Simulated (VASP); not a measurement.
# PtS2 (P-3m1) in VASP: a series of runs

The runs below take PtS2 through single point, with PBE-based screened hybrid with 40 % exact exchange, PBE-based screened hybrid with 10 % exact exchange.

Program: VASP 6.6.1. These are calculated values, not measurements. Logs are shortened: lines on timing, memory, paths and dates and some standing lists are left out, and cuts for length are marked.

### 1 The cell of the first run

The structure is trigonal, space group P-3m1 (No. 164). The conventional cell has a = 3.553 Å, b = 3.553 Å, c = 5.123 Å, α = 90.00°, β = 90.00°, γ = 120.00°. Within 3.2 Å of Pt (site symmetry -3m) lie 6 S at 2.39 Å. Within 3.2 Å of S (site symmetry 3m) lie 3 Pt at 2.39 Å and 3 S at 3.20 Å.

### 2 Single point, PBE-based screened hybrid with 40 % exact exchange

File POSCAR:

```
PtS2
1.0
    3.5526240946      0.0000000000      0.0000000000
   -1.7763120473      3.0766627160      0.0000000000
    0.0000000000      0.0000000000      5.1228306135
Pt S
1 2
Direct
    0.0000000000      0.0000000000      0.0000000000
    0.3333333333      0.6666666667      0.2392542175
    0.6666666667      0.3333333333      0.7607457825
```

File INCAR.step1:

```
SYSTEM = PtS2
PREC = Accurate ; ENCUT = 520
EDIFF = 1E-5 ; ISMEAR = 0
SIGMA = 0.01 ; LREAL = .False.
LASPH = .True. ; NELM = 80
ALGO = Normal ; ISIF = 2
LWAVE = .True. ; LCHARG = .False.
GGA = PE ; NBANDS = 18
```

File INCAR.step2:

```
SYSTEM = PtS2
PREC = Accurate ; ENCUT = 520
EDIFF = 1E-7 ; ISMEAR = 0
SIGMA = 0.01 ; LREAL = .False.
LASPH = .True. ; NELM = 80
ALGO = Normal ; ISIF = 2
LWAVE = .False. ; LCHARG = .False.
GGA = PE ; LHFCALC = .True.
AEXX = 0.4 ; HFSCREEN = 0.3
PRECFOCK = Normal ; ISTART = 1
NBANDS = 18
```

File KPOINTS:

```
Automatic mesh
0
Gamma
  6 6 2
  0 0 0
```

Potentials or basis: VASP PAW PBE potentials, release 64 (Pt, S).

Run with:

```sh
$ cat potpaw_PBE.64/Pt/POTCAR potpaw_PBE.64/S/POTCAR > POTCAR
$ cp INCAR.step1 INCAR
$ mpirun -np 1 vasp_std > vasp.out
$ cp INCAR.step2 INCAR
$ mpirun -np 1 vasp_std > vasp.out
```

OUTCAR:

```text
SYSTEM = PtS2
   PREC = Accurate
   ENCUT = 520
   EDIFF = 1E-7
   ISMEAR = 0
   LREAL = .False.
   LASPH = .True.
   NELM = 80
   ISIF = 2
   GGA = PE
   LHFCALC = .True.
   AEXX = 0.4
   HFSCREEN = 0.3
   PRECFOCK = Normal
   ISTART = 1

 ion  position               nearest neighbor table
   1  0.000  0.000  0.000-   2 2.39   3 2.39   2 2.39   3 2.39   3 2.39   2 2.39
   2  0.333  0.667  0.239-   1 2.39   1 2.39   1 2.39
   3  0.667  0.333  0.761-   1 2.39   1 2.39   1 2.39

  LATTYP: Found a hexagonal cell.
 ALAT       =     3.5526240946
 C/A-ratio  =     1.4419849883

  Lattice vectors:

 A1 = (   3.5526240946,   0.0000000000,   0.0000000000)
 A2 = (  -1.7763120473,   3.0766627160,   0.0000000000)
 A3 = (   0.0000000000,   0.0000000000,   5.1228306135)

Analysis of symmetry for initial positions (statically):
=====================================================================
 Subroutine PRICEL returns:
 Original cell was already a primitive cell.

 Routine SETGRP: Setting up the symmetry group for a
 hexagonal supercell.

 Subroutine GETGRP returns: Found 12 space group operations
 (whereof 12 operations were pure point group operations)
 out of a pool of 24 trial point group operations.

The static configuration has the point symmetry D_3d.

Analysis of symmetry for dynamics (positions and initial velocities):
=====================================================================
 Subroutine PRICEL returns:
 Original cell was already a primitive cell.

 Routine SETGRP: Setting up the symmetry group for a
 hexagonal supercell.

 Subroutine GETGRP returns: Found 12 space group operations
 (whereof 12 operations were pure point group operations)
 out of a pool of 24 trial point group operations.

The dynamic configuration has the point symmetry D_3d.

 Subroutine INISYM returns: Found 12 space group operations
 (whereof 12 operations are pure point group operations),
 and found     1 'primitive' translations

----------------------------------------------------------------------------------------

                                     Primitive cell

  volume of cell :      55.9937

  direct lattice vectors                    reciprocal lattice vectors
     3.552624095  0.000000000  0.000000000     0.281482074  0.162513751  0.000000000
    -1.776312047  3.076662716  0.000000000     0.000000000  0.325027503  0.000000000
     0.000000000  0.000000000  5.122830613     0.000000000  0.000000000  0.195204580

  length of vectors
     3.552624095  3.552624095  5.122830613     0.325027503  0.325027503  0.195204580

  position of ions in fractional coordinates (direct lattice)
     0.000000000  0.000000000  0.000000000
     0.333333333  0.666666667  0.239254217
     0.666666667  0.333333333  0.760745783

  ion indices of the primitive-cell ions
   primitive index   ion index
                 1           1
                 2           2
                 3           3

----------------------------------------------------------------------------------------

 KPOINTS: Automatic mesh

Automatic generation of k-mesh.
 Grid dimensions read from file:
 generate k-points for:    6    6    2

 Generating k-lattice:

  Cartesian coordinates                     Fractional coordinates (reciprocal lattice)
     0.046913679  0.027085625  0.000000000     0.166666667  0.000000000  0.000000000
     0.000000000  0.054171250  0.000000000     0.000000000  0.166666667  0.000000000
     0.000000000  0.000000000  0.097602290     0.000000000  0.000000000  0.500000000

  Length of vectors
     0.054171250  0.054171250  0.097602290

  Shift w.r.t. Gamma in fractional coordinates (k-lattice)
     0.000000000  0.000000000  0.000000000

 Subroutine IBZKPT returns following result:
 ===========================================

 Found     14 irreducible k-points:

 Following reciprocal coordinates:
            Coordinates               Weight
  0.000000  0.000000  0.000000      1.000000
  0.166667  0.000000  0.000000      6.000000
  0.333333 -0.000000  0.000000      6.000000
  0.500000  0.000000  0.000000      3.000000
  0.166667  0.166667  0.000000      6.000000
  0.333333  0.166667  0.000000     12.000000
  0.333333  0.333333  0.000000      2.000000
  0.000000  0.000000  0.500000      1.000000
  0.166667  0.000000  0.500000      6.000000
  0.333333 -0.000000  0.500000      6.000000
  0.500000  0.000000  0.500000      3.000000
  0.166667  0.166667  0.500000      6.000000
  0.333333  0.166667  0.500000     12.000000
  0.333333  0.333333  0.500000      2.000000
   k-points           NKPTS =     14   k-points in BZ     NKDIM =     72   number of bands    NBANDS=     18
   number of dos      NEDOS =    301   number of ions     NIONS =      3
   total plane-waves  NPLWV =  31360
   dimension x,y,z NGX =    28 NGY =   28 NGZ =   40
   dimension x,y,z NGXF=    56 NGYF=   56 NGZF=   80
   ions per type =               1   2
   NGX,Y,Z   is equivalent  to a cutoff of  13.10, 13.10, 12.98 a.u.
   NGXF,Y,Z  is equivalent  to a cutoff of  26.21, 26.21, 25.96 a.u.
 SYSTEM =  PtS2
   PREC   = accura    normal or accurate (medium, high low for compatibility)
   ISTART =      1    job   : 0-new  1-cont  2-samecut
   ICHARG =      0    charge: 1-file 2-atom 10-const
   ISPIN  =      1    spin polarized calculation?
   LNONCOLLINEAR =      F non collinear calculations
   LSORBIT =      F    spin-orbit coupling
   LASPH  =      T    aspherical Exc in radial PAW
   ENCUT  =  520.0 eV  38.22 Ry    6.18 a.u.   6.61  6.61  9.53*2*pi/ulx,y,z
   NELM   =     80;   NELMIN=  2; NELMDL=  0     # of ELM steps
   EDIFF  = 0.1E-06   stopping-criterion for ELM
   LREAL  =      F    real-space projection
   EDIFFG = 0.1E-05   stopping-criterion for IOM
   NSW    =      0    number of steps for IOM
   IBRION =     -1    ionic relax: 0-MD 1-quasi-New 2-CG
   NFREE  =      0    steps in history (QN), initial steepest desc. (CG)
   ISIF   =      2    stress and relaxation
   ISYM   =      3    0-nonsym 1-usesym 2-fastsym
   POTIM  = 0.5000    time-step for ionic-motion
   TEBEG  =    0.0;   TEEND  =   0.0 temperature during run
   PSTRESS=    0.0 pullay stress
   NELECT =      22.0000    total number of electrons
   NUPDOWN=      -1.0000    fix difference up-down
   EMIN   =  10.00;   EMAX   =-10.00  energy-range for DOS
   EFERMI =   0.00;   METHOD = LEGACY
   ISMEAR =     0;   SIGMA  =   0.01  broadening in eV -4-tet -1-fermi 0-gaus
   EFERMI_NEDOS =   21; number of points for ismear=-14 and -15
   IALGO  =     38    algorithm
   IMIX   =      1    mixing-type and parameters
     AMIX     =   0.40;   BMIX     =  1.00
     AMIX_MAG =   1.60;   BMIX_MAG =  1.00
  volume/ion in A,a.u.               =      18.66       125.95
  Fermi-wavevector in a.u.,A,eV,Ry     =   1.199046  2.265869 19.561265  1.437712
  Thomas-Fermi vector in A             =   2.334919
   LORBIT       =      0    0 simple, 1 ext, 2 COOP (PROOUT), +10 PAW based schemes
   GGA     = PE    functional components
   LHFCALC =     T    Hartree Fock is set to
   PRECFOCK=normal    Normal, Fast or Accurate (Low or Medium for compatibility)
   ENCUT4O =  -1.0   cutoff for four orbital integrals eV
   NKREDX  =     1    reduce k-point grid by
   NKREDY  =     1    reduce k-point grid by
   NKREDZ  =     1    reduce k-point grid by
   AEXX    =    0.4000 exact exchange contribution
   HFSCREEN=    0.3000 screening length (either q_TF or 0.3 A-1)
   HFSCREENC=   0.3000 screening length for correlation (either q_TF or 0.3 A-1)
   ENCUTFOCK=  -1.0 apply spherical cutoff to Coloumb kernel
   IVDW    =     0    specifies the selected vdW correction
   LEPSILON=     F    determine dielectric tensor
   LRPA    =     F    only Hartree local field effects (RPA)
 non-spin polarized calculation
 Gauss-broadening in eV      SIGMA  =   0.01
  energy-cutoff  :      520.00
  volume of cell :       55.99
 maximum number of plane-waves:      1536
 NGX is ok and might be reduce to    28
  NGX = 20; NGY = 20; NGZ = 30

 number of electron      21.9999996 magnetization

 Free energy of the ion-electron system (eV)
  ---------------------------------------------------
  ext. energy  EPLUGINS =         0.00000000
  ---------------------------------------------------
  free energy    TOTEN  =       -19.72058565 eV

  energy without entropy =      -19.72058565  energy(sigma->0) =      -19.72058565

 E-fermi :   6.0138     XC(G=0):  -7.8232

 val. band max:        5.8895123182   @ k =   0.0000   0.0000   0.0000
 cond. band min:       7.4494786985   @ k =   0.3333   0.3333   0.0000
 fundamental gap:      1.5599663803
 Fermi energy:         6.0138389320

 k-point     1 :       0.0000    0.0000    0.0000
  band No.  band energies     occupation
      1     -11.6177      2.00000
      2      -8.3930      2.00000
      3      -2.2582      2.00000
      4      -1.6286      2.00000
      5      -1.6286      2.00000
      6       0.8796      2.00000
[... 10 lines left out ...]
     17      15.2579      0.00000
     18      19.8906      0.00000

 k-point     2 :       0.1667    0.0000    0.0000
  band No.  band energies     occupation
      1     -11.2260      2.00000
      2      -8.5699      2.00000
      3      -1.8666      2.00000
      4      -1.4189      2.00000
      5      -1.3530      2.00000
      6       0.5065      2.00000
[... 10 lines left out ...]
     17      16.3144      0.00000
     18      17.2340      0.00000

 k-point     3 :       0.3333   -0.0000    0.0000
  band No.  band energies     occupation
      1     -10.2534      2.00000
      2      -8.9287      2.00000
      3      -1.7423      2.00000
      4      -0.8949      2.00000
      5      -0.6345      2.00000
      6      -0.2004      2.00000
[... 10 lines left out ...]
     17      16.0087      0.00000
     18      16.8822      0.00000

 k-point     4 :       0.5000    0.0000    0.0000
  band No.  band energies     occupation
      1      -9.4848      2.00000
      2      -9.2435      2.00000
      3      -2.5173      2.00000
      4      -0.8325      2.00000
      5      -0.3959      2.00000
      6       1.0603      2.00000
[... 165 lines left out ...]
      4      -1.2307      2.00000
      5      -0.5339      2.00000
      6       0.2191      2.00000
[... 10 lines left out ...]
     17      16.2774      0.00000
     18      16.5391      0.00000

 k-point    13 :       0.3333    0.1667    0.5000
  band No.  band energies     occupation
      1      -9.4999      2.00000
      2      -9.1765      2.00000
      3      -2.2209      2.00000
      4      -1.3047      2.00000
      5      -0.2566      2.00000
      6       0.3352      2.00000
[... 10 lines left out ...]
     17      16.1992      0.00000
     18      17.7204      0.00000

 k-point    14 :       0.3333    0.3333    0.5000
  band No.  band energies     occupation
      1      -9.2021      2.00000
      2      -9.2021      2.00000
      3      -1.4630      2.00000
      4      -1.4630      2.00000
      5      -1.0795      2.00000
      6       0.8759      2.00000
[... 10 lines left out ...]
     17      15.1448      0.00000
     18      17.9369      0.00000

------------------------ aborting loop because EDIFF is reached ----------------------------------------

  FORCE on cell =-STRESS in cart. coord.  units (eV):
  Direction    XX          YY          ZZ          XY          YZ          ZX
  --------------------------------------------------------------------------------------
  -------------------------------------------------------------------------------------
  Total       -1.4838582     -1.4838582     -0.5793738      0.0000000      0.0000000      0.0000000
  in kB      -42.4584203    -42.4584203    -16.5779285      0.0000000      0.0000000      0.0000000
  external PRESSURE =     -33.8315897 kB  Pullay stress =       0.0000000 kB

 VOLUME and BASIS-vectors are now :
 -----------------------------------------------------------------------------
  energy-cutoff  :      520.00
  volume of cell :       55.99
      direct lattice vectors                 reciprocal lattice vectors
     3.552624095  0.000000000  0.000000000     0.281482074  0.162513751  0.000000000
    -1.776312047  3.076662716  0.000000000     0.000000000  0.325027503  0.000000000
     0.000000000  0.000000000  5.122830613     0.000000000  0.000000000  0.195204580

 POSITION                                       TOTAL-FORCE (eV/Angst)
 -----------------------------------------------------------------------------------
      0.00000      0.00000      0.00000         0.000000      0.000000      0.000000
     -0.00000      2.05111      1.22566        -0.000000      0.000000     -0.588605
      1.77631      1.02555      3.89717        -0.000000      0.000000      0.588605
 -----------------------------------------------------------------------------------
    total drift:                               -0.000000     -0.000008     -0.000031

  FREE ENERGIE OF THE ION-ELECTRON SYSTEM (eV)
  ---------------------------------------------------
  free  energy   TOTEN  =       -19.7205856463 eV

  energy  without entropy=      -19.7205856463  energy(sigma->0) =      -19.72058565
```

Wall time 19 min (1 thread of AMD EPYC 7R13 (Zen 3), shared host); peak memory 0.26 GiB.

What came out:

| Quantity | Value |
| --- | --- |
| Free energy | -19.7206 eV |
| Pressure | -3.4 GPa |
| Largest force | 0.589 eV/Å |
| Band gap on the k mesh | 1.56 eV (least direct gap 2.55 eV) |

Forces on the atoms (eV/Å):
```
Pt   0.000  0.000  0.000
S    0.000  0.000 -0.589
S    0.000  0.000  0.589
```

Caveat: the k points lie up to 0.61 Å⁻¹ apart; the PAW data sets were made with another functional, which shifts forces and pressure a little; spin-orbit coupling is left out, which moves the levels of the heavy elements.

### 3 Single point, PBE-based screened hybrid with 10 % exact exchange

POSCAR is that of step 2.

File INCAR.step1:

```
SYSTEM = PtS2
PREC = Accurate
ENCUT = 520
EDIFF = 1E-5
ISMEAR = 0
SIGMA = 0.01
LREAL = .FALSE.
LASPH = .TRUE.
NELM = 100
ALGO = Normal
ISIF = 2
LWAVE = .TRUE.
LCHARG = .FALSE.
GGA = PE
NBANDS = 18
```

File INCAR.step2:

```
SYSTEM = PtS2
PREC = Accurate
ENCUT = 520
EDIFF = 1E-6
ISMEAR = 0
SIGMA = 0.01
LREAL = .FALSE.
LASPH = .TRUE.
NELM = 100
ALGO = Normal
ISIF = 2
LWAVE = .FALSE.
LCHARG = .FALSE.
GGA = PE
LHFCALC = .TRUE.
AEXX = 0.1
HFSCREEN = 0.3
PRECFOCK = Normal
ISTART = 1
NBANDS = 18
```

File KPOINTS:

```
Automatic mesh
0
G
  6 6 2
  0 0 0
```

Potentials or basis: VASP PAW PBE potentials, release 64 (Pt, S).

Run with:

```sh
$ cat potpaw_PBE.64/Pt/POTCAR potpaw_PBE.64/S/POTCAR > POTCAR
$ cp INCAR.step1 INCAR
$ mpirun -np 1 vasp_std > vasp.out
$ cp INCAR.step2 INCAR
$ mpirun -np 1 vasp_std > vasp.out
```

OUTCAR:

```text
SYSTEM = PtS2
   PREC = Accurate
   ENCUT = 520
   EDIFF = 1E-6
   ISMEAR = 0
   LREAL = .FALSE.
   LASPH = .TRUE.
   NELM = 100
   ISIF = 2
   GGA = PE
   LHFCALC = .TRUE.
   AEXX = 0.1
   HFSCREEN = 0.3
   PRECFOCK = Normal
   ISTART = 1

 ion  position               nearest neighbor table
   1  0.000  0.000  0.000-   2 2.39   3 2.39   2 2.39   3 2.39   3 2.39   2 2.39
   2  0.333  0.667  0.239-   1 2.39   1 2.39   1 2.39
   3  0.667  0.333  0.761-   1 2.39   1 2.39   1 2.39

[... 486 lines left out ...]

  FORCE on cell =-STRESS in cart. coord.  units (eV):
  Direction    XX          YY          ZZ          XY          YZ          ZX
  --------------------------------------------------------------------------------------
  -------------------------------------------------------------------------------------
  Total        0.5722884      0.5722884      0.4895439     -0.0000000      0.0000000     -0.0000000
  in kB       16.3751901     16.3751901     14.0075801     -0.0000000      0.0000000     -0.0000000
  external PRESSURE =      15.5859868 kB  Pullay stress =       0.0000000 kB

 VOLUME and BASIS-vectors are now :
 -----------------------------------------------------------------------------
  energy-cutoff  :      520.00
  volume of cell :       55.99
      direct lattice vectors                 reciprocal lattice vectors
     3.552624095  0.000000000  0.000000000     0.281482074  0.162513751  0.000000000
    -1.776312047  3.076662716  0.000000000     0.000000000  0.325027503  0.000000000
     0.000000000  0.000000000  5.122830613     0.000000000  0.000000000  0.195204580

 POSITION                                       TOTAL-FORCE (eV/Angst)
 -----------------------------------------------------------------------------------
      0.00000      0.00000      0.00000        -0.000000     -0.000000     -0.000000
     -0.00000      2.05111      1.22566         0.000000      0.000000     -0.122406
      1.77631      1.02555      3.89717        -0.000000     -0.000000      0.122406
 -----------------------------------------------------------------------------------
    total drift:                                0.000000      0.000002      0.000003

  FREE ENERGIE OF THE ION-ELECTRON SYSTEM (eV)
  ---------------------------------------------------
  free  energy   TOTEN  =       -16.4365032624 eV

  energy  without entropy=      -16.4365032624  energy(sigma->0) =      -16.43650326
```

OUTCAR.step1:

```text
SYSTEM = PtS2
   PREC = Accurate
   ENCUT = 520
   EDIFF = 1E-5
   ISMEAR = 0
   LREAL = .FALSE.
   LASPH = .TRUE.
   NELM = 100
[... 506 lines left out ...]
      0.00000      0.00000      0.00000         0.000000     -0.000000      0.000000
     -0.00000      2.05111      1.22566         0.000000     -0.000000      0.038802
      1.77631      1.02555      3.89717        -0.000000      0.000000     -0.038802
 -----------------------------------------------------------------------------------
    total drift:                                0.000000     -0.000000     -0.000000

  FREE ENERGIE OF THE ION-ELECTRON SYSTEM (eV)
  ---------------------------------------------------
  free  energy   TOTEN  =       -15.3932105339 eV

  energy  without entropy=      -15.3932105339  energy(sigma->0) =      -15.39321053
```

Wall time 9.8 min (1 thread of AMD EPYC 7R13 (Zen 3), shared host); peak memory 0.26 GiB.

What came out:

| Property | Result |
| --- | --- |
| Free energy | -16.4365 eV |
| Pressure | 1.6 GPa |
| Largest force | 0.122 eV/Å |
| Band gap on the k mesh | 1.00 eV (least direct gap 1.77 eV) |

Forces on the atoms (eV/Å):
```
Pt   0.000  0.000  0.000
S    0.000  0.000 -0.122
S    0.000  0.000  0.122
```

Levels at points of the mesh, in eV from the valence-band top:
```
           k point  band 8  band 9  band 10  band 11  band 12  band 13  band 14  band 15
(0.00, 0.00, 0.00)   -2.19   -1.06    -1.06     0.00     2.31     2.31     5.00     5.76
(0.50, 0.00, 0.00)   -3.26   -3.20    -3.20    -2.57     1.75     2.79     5.75     6.75
(0.00, 0.00, 0.50)   -2.64   -1.29    -1.29    -1.24     2.85     2.85     5.83     7.44
(0.50, 0.00, 0.50)   -3.33   -2.91    -2.80    -1.48     1.94     2.45     5.40     5.76
```

Caveat: the k points lie up to 0.61 Å⁻¹ apart; the PAW data sets were made with another functional, which shifts forces and pressure a little; spin-orbit coupling is left out, which moves the levels of the heavy elements. A k mesh can miss the band edges.
